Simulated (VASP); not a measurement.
Wanted: the native input for a VASP 6.6.1 run.

```
Task                   : single point
Functional             : PBEsol
Potentials or basis    : VASP PAW PBE potentials, release 64 (Bi_d, Se)
Cutoff                 : 520 eV
k mesh                 : 6 × 6 × 6
Occupations            : fermi-dirac, width 0.03 eV
Spin                   : no spin polarisation
Dipole correction      : no
Further INCAR settings : ALGO = Normal; EDIFF = 1e-06; NBANDS = 32
```

The structure of Bi2Se3 lies in POSCAR:

```
Bi2Se3
1.0
    2.2326189570      1.3702331160      9.5943421996
   -1.9103796366      1.3080881372      9.5321972207
    0.1073005297     -2.2487814033      9.5094505797
Bi Se
2 3
Direct
    0.4008000000      0.4008000000      0.4008000000
    0.5992000000      0.5992000000      0.5992000000
    0.0000000000      0.0000000000      0.0000000000
    0.2117000000      0.2117000000      0.2117000000
    0.7883000000      0.7883000000      0.7883000000
```

This cell differs from its parent crystal: equal xy, yz and zx shear strains of +3 %.

The input as run:

INCAR

```
SYSTEM = Bi2Se3
  PREC = Accurate
  ENCUT = 520
  EDIFF = 1E-6
  ISMEAR = -1
  SIGMA = 0.03
  LREAL = .False.
  LASPH = .True.
  NELM = 100
  ALGO = Normal
  ISIF = 2
  LWAVE = .False.
  LCHARG = .True.
  GGA = PS
  LELF = .True.
  LVHAR = .True.
  NBANDS = 32
```

KPOINTS

```
regular mesh
0
Gamma
  6 6 6
  0 0 0
```

Potentials or basis: VASP PAW PBE potentials, release 64 (Bi_d, Se).

The run is started by

```sh
$ cat potpaw_PBE.64/Bi_d/POTCAR potpaw_PBE.64/Se/POTCAR > POTCAR
$ mpirun -np 1 vasp_std > vasp.out
```

It gave:

The pressure is -0.2 GPa. The largest force is 0.287 eV/Å. The band gap on the k mesh is 0.13 eV.

Caveat: the cell differs from its parent crystal (equal xy, yz and zx shear strains of +3 %); the PAW data sets were made with another functional, which shifts forces and pressure a little; spin-orbit coupling is left out, which moves the levels of the heavy elements.

Wall time 43 min on 1 thread of Intel(R) Xeon(R) Platinum 8259CL CPU @ 2.50GHz (Skylake/Cascade Lake) (shared host), peak memory 1.2 GiB.
